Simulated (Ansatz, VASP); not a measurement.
Two plane-wave programs on Pd

Contents of INCAR:

```
SYSTEM = Pd
PREC = Accurate
ENCUT = 520
EDIFF = 1E-6
ISMEAR = -1
SIGMA = 0.05
LREAL = .FALSE.
LASPH = .TRUE.
NELM = 60
ALGO = Fast
ISIF = 2
LWAVE = .FALSE.
LCHARG = .FALSE.
GGA = PE
NBANDS = 11
```

The input KPOINTS:

```
regular mesh
0
G
  10 10 10
  0 0 0
```

File POSCAR:

```
Pd
1.0
    0.0000000000      1.9270350000      1.9465000000
    1.9270350000      0.0000000000      1.9465000000
    1.9270350000      1.9270350000      0.0000000000
Pd
1
Direct
    0.0000000000      0.0000000000      0.0000000000
```

input.yaml

```yaml
crystal:
  lattice:
    - [0.0, 1.927035, 1.9465]
    - [1.927035, 0.0, 1.9465]
    - [1.927035, 1.927035, 0.0]
  atoms:
    - { symbol: Pd, position: [0.0, 0.0, 0.0] }
hamiltonian:
  xc: pbe
  pseudopotentials: { kind: paw }
kpoints:
  mp_grid: { grid: [10, 10, 10] }
  band_path:
    path:
      - [[0.0, 0.0, 0.0], [-0.5, 0.0, -0.5], [-0.5, -0.245025, -0.745025], [-0.3725125, -0.3725125, -0.745025], [0.0, 0.0, 0.0], [0.5, 0.5, 0.0], [0.3725125, 0.3725125, -0.254975], [0.0, 0.0, -0.5], [-0.25, 0.25, -0.5], [0.245025, 0.5, -0.254975], [0.5, 0.5, 0.0]]
      - [[-0.5, 0.0, -0.5], [-0.25, 0.25, -0.5]]
    npoints: 14
scf:
  occupations: { method: fermi_dirac, width: 0.05 }
  n_extra_bands: 6
output:
  forces: true
  stress: true
  eigenvalues: true
  fatbands: false
```

Alike in both runs: functional PBE; k mesh 10 × 10 × 10; occupations fermi-dirac, width 0.05 eV; no spin polarisation.

|  | VASP | Ansatz |
| --- | --- | --- |
| version | VASP 6.6.1 | Ansatz 0.2.0 |
| potentials or method | VASP PAW PBE potentials, release 64 (Pd) | Ansatz PAW |
| plane-wave cutoff (eV) | 520 | 420 |
| valence electrons in the cell | 10 | 18 |
| task | single point | band structure |

VASP gave:

| Quantity | Value |
| --- | --- |
| gap on the k mesh at the Fermi level (eV) | none |
| pressure (GPa) | 11.0 |
| traceless stress, the component that is largest in VASP (GPa) | -0.49 |

Q: Estimate Ansatz's values.

A: gap on the k mesh at the Fermi level (eV): none; pressure (GPa): 11.4; traceless stress, the component that is largest in VASP (GPa): -0.50.

A gap of «none» marks a metal or a gap that the smearing closes. The functional is the same, so the differences come from potentials, cutoffs and numerics. VASP's potentials hold 10 valence electrons a cell and Ansatz's 18, so a difference there can come from the potentials and not from the codes.
